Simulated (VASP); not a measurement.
Runs of VASP 6.6.1 on SnO (Romarchite). The structure is tetragonal, space group P4/nmm (No. 129). The conventional cell has a = 3.799 Å, b = 3.799 Å, c = 4.841 Å, α = 90.00°, β = 90.00°, γ = 90.00°. Within 2.9 Å of Sn (site symmetry 4mm) lie 4 O at 2.22 Å. O (site symmetry -4m2) has 4 Sn at 2.22 Å and 4 O at 2.69 Å within 2.9 Å. 

| k mesh | gap on the mesh (eV) | pressure (GPa) | largest force (eV/Å) |
| --- | --- | --- | --- |
| 6 × 6 × 5 | 0.07 | 5.1 | 0.58 |
| 2 × 2 × 2 | (c) | 4.5 | 0.31 |
| 5 × 5 × 4 | (b) | 5.1 | 0.58 |
| 3 × 3 × 3 | 1.06 | (a) | 0.66 |

Alike in all rows: task single point; level PBE; potentials or basis VASP PAW PBE potentials, release 64 (Sn_d, O); no spin polarisation; cell as given; cutoff (eV) 520; smearing gaussian 0.01 eV.

Problem. Estimate the missing entries.

Solution. (a) 4.8; (b) 0.49; (c) 0.03.

Caveats: some runs use coarse meshes; spin-orbit coupling is left out, which moves the levels of the heavy elements.

A k mesh can miss the band edges, and the runs leave out spin-orbit coupling on Sn.
